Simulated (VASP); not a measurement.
TiAl (d3): relaxation of cell and atoms with PBE+D3(BJ)

The system is TiAl (d3).

```xyz
2
Lattice="2.8673 0.0000 0.0000 -1.4336 2.4831 0.0000 0.0000 0.0000 4.6781" Properties=species:S:1:pos:R:3 pbc="T T T"
Ti    0.0000    0.0000    0.0000
Al    0.0000    1.6554    2.3390
```

- Program: VASP 6.6.1
- Task: relaxation of cell and atoms
- Functional: PBE
- Dispersion: D3(BJ)
- Potentials or basis: VASP PAW PBE potentials, release 64 (Ti_sv, Al)
- Cutoff: 600 eV
- k mesh: 18 × 18 × 10
- Occupations: gaussian, width 0.1 eV
- Spin: no spin polarisation
- Dipole correction: no
- Further INCAR settings: ALGO = Normal; EDIFF = 1e-06; IBRION = 2; EDIFFG = -0.002; NSW = 100; ISIF = 3

```json
{"Relaxed volume": "15.96 Å³/atom", "Relaxed cell": "a = 2.831 Å, b = 2.831 Å, c = 4.598 Å, α = 90.00°, β = 90.00°, γ = 120.00°", "Space group after relaxing (to 0.05 Å)": "P-6m2 (No. 187)", "Energy gained by relaxing": "10.5 meV/atom", "Ionic steps": "3", "Pressure after relaxing": "0.0 GPa", "Dispersion energy per atom": "-0.490 eV"}
```

Step by step:
```
step  energy change (eV)  largest force (eV/Å)  pressure (GPa)  volume (Å³)
   1              0.0000                0.0000           -4.56        33.31
   2             -0.0125                0.0000            3.29        31.07
   3             -0.0211                0.0000            0.01        31.91
```

Final structure:
```yaml
crystal:
  lattice:
    - [2.83100, 0.00000, 0.00000]
    - [-1.41550, 2.45171, 0.00000]
    - [0.00000, 0.00000, 4.59791]
  atoms:
    - { symbol: Ti, position: [0.00000, 0.00000, 0.00000] }
    - { symbol: Al, position: [0.33333, 0.66667, 0.50000] }
```

Levels at points of the mesh, in eV from the Fermi level:
```tsv
k point	band 3	band 4	band 5	band 6	band 7	band 8	band 9	band 10	band 11
(0.00, 0.00, 0.00)	-32.30	-32.30	-9.13	-2.32	-1.82	1.33	1.33	2.90	2.90
(0.50, 0.00, 0.00)	-32.65	-32.45	-3.81	-2.84	-1.61	-1.04	2.19	4.14	4.27
(0.00, 0.00, 0.50)	-32.30	-32.30	-8.18	-5.36	-0.44	1.34	1.34	2.82	2.82
(0.50, 0.00, 0.50)	-32.65	-32.45	-3.76	-2.44	-1.89	0.60	0.99	1.98	3.13
```

Wall time 70 s on 1 thread of Intel(R) Xeon(R) 6975P-C (Granite Rapids), on a shared host, peak memory 0.26 GiB.

Caveat: pairwise dispersion overbinds metals, which lowers pressure and volume.
